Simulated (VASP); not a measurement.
# ZnO (P4_2/mnm) in VASP: single point with PBEsol

Aim: the single point of ZnO with PBEsol.

All numbers are computed with VASP 6.6.1; they aren't measurements. Logs are shortened: lines on timing, memory, paths and dates and some standing lists are left out, and cuts for length are marked.

### 1 The cell of the first run

Symmetry: P4_2/mnm, No. 136, tetragonal system. Conventional cell: a = 5.515 Å, b = 5.515 Å, c = 3.243 Å, α = 90.00°, β = 90.00°, γ = 90.00°. Zn (site symmetry m2m) has 4 O at 1.94 to 2.01 Å within 2.6 Å. Within 2.6 Å of O (site symmetry m2m) lie 4 Zn at 1.94 to 2.01 Å.

### 2 Single point, PBEsol

INCAR

```
SYSTEM = ZnO
PREC = Accurate
ENCUT = 520
EDIFF = 1E-7
ISMEAR = 0
SIGMA = 0.02
LREAL = .False.
LASPH = .True.
NELM = 100
ALGO = Normal
ISIF = 2
LWAVE = .False.
LCHARG = .False.
GGA = PS
NBANDS = 46
```

KPOINTS

```
regular mesh
0
Gamma
  6 6 8
  0 0 0
```

POSCAR

```
ZnO
1.0
    5.5148137916      0.0000000000      0.0000000000
    0.0000000000      5.5148137916      0.0000000000
    0.0000000000      0.0000000000      3.2430062931
Zn O
4 4
Direct
    0.1820657240      0.1820657240      0.5000000000
    0.8179342760      0.8179342760      0.5000000000
    0.6820657240      0.3179342760      0.0000000000
    0.3179342760      0.6820657240      0.0000000000
    0.8180023132      0.1819976868      0.5000000000
    0.1819976868      0.8180023132      0.5000000000
    0.6819976868      0.6819976868      0.0000000000
    0.3180023132      0.3180023132      0.0000000000
```

Potentials or basis: VASP PAW PBE potentials, release 64 (Zn, O).

The run is started by

```sh
> cat potpaw_PBE.64/Zn/POTCAR potpaw_PBE.64/O/POTCAR > POTCAR
> mpirun -np 1 vasp_std > vasp.out
```

OUTCAR:

```text
SYSTEM = ZnO
   PREC = Accurate
   ENCUT = 520
   EDIFF = 1E-7
   ISMEAR = 0
   LREAL = .False.
   LASPH = .True.
   NELM = 100
   ISIF = 2
   GGA = PS

 ion  position               nearest neighbor table
   1  0.182  0.182  0.500-   8 1.94   8 1.94   5 2.01   6 2.01   2 2.84
   2  0.818  0.818  0.500-   7 1.94   7 1.94   5 2.01   6 2.01   1 2.84
   3  0.682  0.318  0.000-   5 1.94   5 1.94   8 2.01   7 2.01   4 2.84
   4  0.318  0.682  0.000-   6 1.94   6 1.94   8 2.01   7 2.01   3 2.84
   5  0.818  0.182  0.500-   3 1.94   3 1.94   1 2.01   2 2.01
   6  0.182  0.818  0.500-   4 1.94   4 1.94   1 2.01   2 2.01
   7  0.682  0.682  0.000-   2 1.94   2 1.94   4 2.01   3 2.01
   8  0.318  0.318  0.000-   1 1.94   1 1.94   4 2.01   3 2.01

  LATTYP: Found a simple tetragonal cell.
 ALAT       =     5.5148137916
 C/A-ratio  =     0.5880536344

  Lattice vectors:

 A1 = (   5.5148137916,   0.0000000000,   0.0000000000)
 A2 = (   0.0000000000,   5.5148137916,   0.0000000000)
 A3 = (   0.0000000000,   0.0000000000,   3.2430062931)

Analysis of symmetry for initial positions (statically):
=====================================================================
 Subroutine PRICEL returns:
 Original cell was already a primitive cell.

 Routine SETGRP: Setting up the symmetry group for a
 simple tetragonal supercell.

 Subroutine GETGRP returns: Found 16 space group operations
 (whereof  8 operations were pure point group operations)
 out of a pool of 16 trial point group operations.

The static configuration has the point symmetry D_2h.
 The point group associated with its full space group is D_4h.

Analysis of symmetry for dynamics (positions and initial velocities):
=====================================================================
 Subroutine PRICEL returns:
 Original cell was already a primitive cell.

 Routine SETGRP: Setting up the symmetry group for a
 simple tetragonal supercell.

 Subroutine GETGRP returns: Found 16 space group operations
 (whereof  8 operations were pure point group operations)
 out of a pool of 16 trial point group operations.

The dynamic configuration has the point symmetry D_2h.
 The point group associated with its full space group is D_4h.

 Subroutine INISYM returns: Found 16 space group operations
 (whereof  8 operations are pure point group operations),
 and found     1 'primitive' translations

----------------------------------------------------------------------------------------

                                     Primitive cell

  volume of cell :      98.6301

  direct lattice vectors                    reciprocal lattice vectors
     5.514813792  0.000000000  0.000000000     0.181329785  0.000000000  0.000000000
     0.000000000  5.514813792  0.000000000     0.000000000  0.181329785  0.000000000
     0.000000000  0.000000000  3.243006293     0.000000000  0.000000000  0.308355862

  length of vectors
     5.514813792  5.514813792  3.243006293     0.181329785  0.181329785  0.308355862

  position of ions in fractional coordinates (direct lattice)
     0.182065724  0.182065724  0.500000000
     0.817934276  0.817934276  0.500000000
     0.682065724  0.317934276  0.000000000
     0.317934276  0.682065724  0.000000000
     0.818002313  0.181997687  0.500000000
     0.181997687  0.818002313  0.500000000
     0.681997687  0.681997687  0.000000000
     0.318002313  0.318002313  0.000000000

  ion indices of the primitive-cell ions
   primitive index   ion index
                 1           1
                 2           2
                 3           3
                 4           4
                 5           5
                 6           6
                 7           7
                 8           8

----------------------------------------------------------------------------------------

 KPOINTS: regular mesh

Automatic generation of k-mesh.
 Grid dimensions read from file:
 generate k-points for:    6    6    8

 Generating k-lattice:

  Cartesian coordinates                     Fractional coordinates (reciprocal lattice)
     0.030221631  0.000000000  0.000000000     0.166666667  0.000000000  0.000000000
     0.000000000  0.030221631  0.000000000     0.000000000  0.166666667  0.000000000
     0.000000000  0.000000000  0.038544483     0.000000000  0.000000000  0.125000000

  Length of vectors
     0.030221631  0.030221631  0.038544483

  Shift w.r.t. Gamma in fractional coordinates (k-lattice)
     0.000000000  0.000000000  0.000000000

 Subroutine IBZKPT returns following result:
 ===========================================

 Found     50 irreducible k-points:

 Following reciprocal coordinates:
            Coordinates               Weight
  0.000000  0.000000  0.000000      1.000000
  0.166667  0.000000  0.000000      4.000000
  0.333333  0.000000  0.000000      4.000000
  0.500000  0.000000  0.000000      2.000000
  0.166667  0.166667  0.000000      4.000000
  0.333333  0.166667  0.000000      8.000000
[... 16 lines left out ...]
  0.333333  0.000000  0.250000      8.000000
  0.500000  0.000000  0.250000      4.000000
 [... further k-points ...]
   k-points           NKPTS =     50   k-points in BZ     NKDIM =     50   number of bands    NBANDS=     46
   number of dos      NEDOS =    301   number of ions     NIONS =      8
   total plane-waves  NPLWV =  42336
   dimension x,y,z NGX =    42 NGY =   42 NGZ =   24
   dimension x,y,z NGXF=    84 NGYF=   84 NGZF=   48
   ions per type =               4   4
   NGX,Y,Z   is equivalent  to a cutoff of  12.66, 12.66, 12.30 a.u.
   NGXF,Y,Z  is equivalent  to a cutoff of  25.32, 25.32, 24.61 a.u.
 SYSTEM =  ZnO
   PREC   = accura    normal or accurate (medium, high low for compatibility)
   ISTART =      0    job   : 0-new  1-cont  2-samecut
   ICHARG =      2    charge: 1-file 2-atom 10-const
   ISPIN  =      1    spin polarized calculation?
   LNONCOLLINEAR =      F non collinear calculations
   LSORBIT =      F    spin-orbit coupling
   LASPH  =      T    aspherical Exc in radial PAW
   ENCUT  =  520.0 eV  38.22 Ry    6.18 a.u.  10.25 10.25  6.03*2*pi/ulx,y,z
   NELM   =    100;   NELMIN=  2; NELMDL= -5     # of ELM steps
   EDIFF  = 0.1E-06   stopping-criterion for ELM
   LREAL  =      F    real-space projection
   EDIFFG = 0.1E-05   stopping-criterion for IOM
   NSW    =      0    number of steps for IOM
   IBRION =     -1    ionic relax: 0-MD 1-quasi-New 2-CG
   NFREE  =      0    steps in history (QN), initial steepest desc. (CG)
   ISIF   =      2    stress and relaxation
   ISYM   =      2    0-nonsym 1-usesym 2-fastsym
   POTIM  = 0.5000    time-step for ionic-motion
   TEBEG  =    0.0;   TEEND  =   0.0 temperature during run
   PSTRESS=    0.0 pullay stress
   NELECT =      72.0000    total number of electrons
   NUPDOWN=      -1.0000    fix difference up-down
   EMIN   =  10.00;   EMAX   =-10.00  energy-range for DOS
   EFERMI =   0.00;   METHOD = LEGACY
   ISMEAR =     0;   SIGMA  =   0.02  broadening in eV -4-tet -1-fermi 0-gaus
   EFERMI_NEDOS =   21; number of points for ismear=-14 and -15
   IALGO  =     38    algorithm
   IMIX   =      4    mixing-type and parameters
     AMIX     =   0.40;   BMIX     =  1.00
     AMIX_MAG =   1.60;   BMIX_MAG =  1.00
  volume/ion in A,a.u.               =      12.33        83.20
  Fermi-wavevector in a.u.,A,eV,Ry     =   1.474062  2.785574 29.563549  2.172860
  Thomas-Fermi vector in A             =   2.588879
   LORBIT       =      0    0 simple, 1 ext, 2 COOP (PROOUT), +10 PAW based schemes
   GGA     = PS    functional components
   LHFCALC =     F    Hartree Fock is set to
   AEXX    =    0.0000 exact exchange contribution
   IVDW    =     0    specifies the selected vdW correction
   LEPSILON=     F    determine dielectric tensor
   LRPA    =     F    only Hartree local field effects (RPA)
 non-spin polarized calculation
 Gauss-broadening in eV      SIGMA  =   0.02
  energy-cutoff  :      520.00
  volume of cell :       98.63
 maximum number of plane-waves:      2684
 NGX is ok and might be reduce to    42
   NGX = 21   NGY = 21   NGZ = 13

 number of electron      72.0000002 magnetization

 Free energy of the ion-electron system (eV)
  ---------------------------------------------------
  ext. energy  EPLUGINS =         0.00000000
  ---------------------------------------------------
  free energy    TOTEN  =       -38.57111954 eV

  energy without entropy =      -38.57111954  energy(sigma->0) =      -38.57111954

 E-fermi :   1.0498     XC(G=0): -10.9240

 val. band max:        0.9109541545   @ k =   0.0000   0.0000   0.0000
 cond. band min:       1.6029679995   @ k =   0.0000   0.0000   0.0000
 fundamental gap:      0.6920138450
 Fermi energy:         1.0497549052

 k-point     1 :       0.0000    0.0000    0.0000
  band No.  band energies     occupation
      1     -17.2234      2.00000
      2     -16.4808      2.00000
      3     -16.4808      2.00000
      4     -16.3916      2.00000
      5      -5.5621      2.00000
      6      -5.2769      2.00000
[... 38 lines left out ...]
     45      11.1199      0.00000
     46      13.0741      0.00000

 k-point     2 :       0.1667    0.0000    0.0000
  band No.  band energies     occupation
      1     -17.1840      2.00000
      2     -16.5701      2.00000
      3     -16.4657      2.00000
      4     -16.3591      2.00000
      5      -5.5540      2.00000
      6      -5.3040      2.00000
[... 38 lines left out ...]
     45      11.4891      0.00000
     46      13.0109      0.00000

 k-point     3 :       0.3333    0.0000    0.0000
  band No.  band energies     occupation
      1     -17.0730      2.00000
      2     -16.7323      2.00000
      3     -16.4266      2.00000
      4     -16.3516      2.00000
      5      -5.5207      2.00000
      6      -5.3734      2.00000
[... 38 lines left out ...]
     45      11.4002      0.00000
     46      12.3136      0.00000

 k-point     4 :       0.5000    0.0000    0.0000
  band No.  band energies     occupation
      1     -16.9120      2.00000
      2     -16.9120      2.00000
      3     -16.3810      2.00000
      4     -16.3810      2.00000
      5      -5.4556      2.00000
      6      -5.4556      2.00000
[... 920 lines left out ...]
     45      10.9110      0.00000
     46      11.0632      0.00000

 k-point    23 :       0.3333    0.0000    0.2500
  band No.  band energies     occupation
      1     -16.8688      2.00000
      2     -16.6036      2.00000
      3     -16.3383      2.00000
      4     -16.3058      2.00000
      5      -5.3406      2.00000
      6      -5.2171      2.00000
[... 38 lines left out ...]
     45      10.3042      0.00000
     46      10.8361      0.00000

 k-point    24 :       0.5000    0.0000    0.2500
  band No.  band energies     occupation
      1     -16.7426      2.00000
      2     -16.7426      2.00000
      3     -16.3150      2.00000
      4     -16.3150      2.00000
      5      -5.3014      2.00000
      6      -5.3014      2.00000
[... 38 lines left out ...]
     45      10.4326      0.00000
     46      10.4326      0.00000

 [... further k-points ...]
[... 5 lines left out ...]
  --------------------------------------------------------------------------------------
  -------------------------------------------------------------------------------------
  Total        0.4757963      0.4757963      0.5666282     -0.0000000      0.0000000      0.0000000
  in kB        7.7289798      7.7289798      9.2044810     -0.0000000      0.0000000      0.0000000
  external PRESSURE =       8.2208135 kB  Pullay stress =       0.0000000 kB

 VOLUME and BASIS-vectors are now :
 -----------------------------------------------------------------------------
  energy-cutoff  :      520.00
  volume of cell :       98.63
      direct lattice vectors                 reciprocal lattice vectors
     5.514813792  0.000000000  0.000000000     0.181329785  0.000000000  0.000000000
     0.000000000  5.514813792  0.000000000     0.000000000  0.181329785  0.000000000
     0.000000000  0.000000000  3.243006293     0.000000000  0.000000000  0.308355862

 POSITION                                       TOTAL-FORCE (eV/Angst)
 -----------------------------------------------------------------------------------
      1.00406      1.00406      1.62150        -0.000848     -0.000848     -0.000000
      4.51076      4.51076      1.62150         0.000848      0.000848      0.000000
      3.76147      1.75335      0.00000        -0.000848      0.000848      0.000000
      1.75335      3.76147      0.00000         0.000848     -0.000848     -0.000000
      4.51113      1.00368      1.62150         0.001390     -0.001390     -0.000000
      1.00368      4.51113      1.62150        -0.001390      0.001390      0.000000
      3.76109      3.76109      0.00000        -0.001390     -0.001390     -0.000000
      1.75372      1.75372      0.00000         0.001390      0.001390      0.000000
 -----------------------------------------------------------------------------------
    total drift:                                0.000000     -0.000000      0.000000

  FREE ENERGIE OF THE ION-ELECTRON SYSTEM (eV)
  ---------------------------------------------------
  free  energy   TOTEN  =       -38.5711195435 eV

  energy  without entropy=      -38.5711195435  energy(sigma->0) =      -38.57111954
```

It took 1.8 min on 1 thread of Intel Xeon 6975P-C (Granite Rapids), shared host; peak memory 0.29 GiB.

What came out:

```
Free energy            : -38.5711 eV
Pressure               : 0.8 GPa
Band gap on the k mesh : 0.69 eV, direct
```

Caveat: the PAW data sets were made with another functional, which shifts forces and pressure a little.
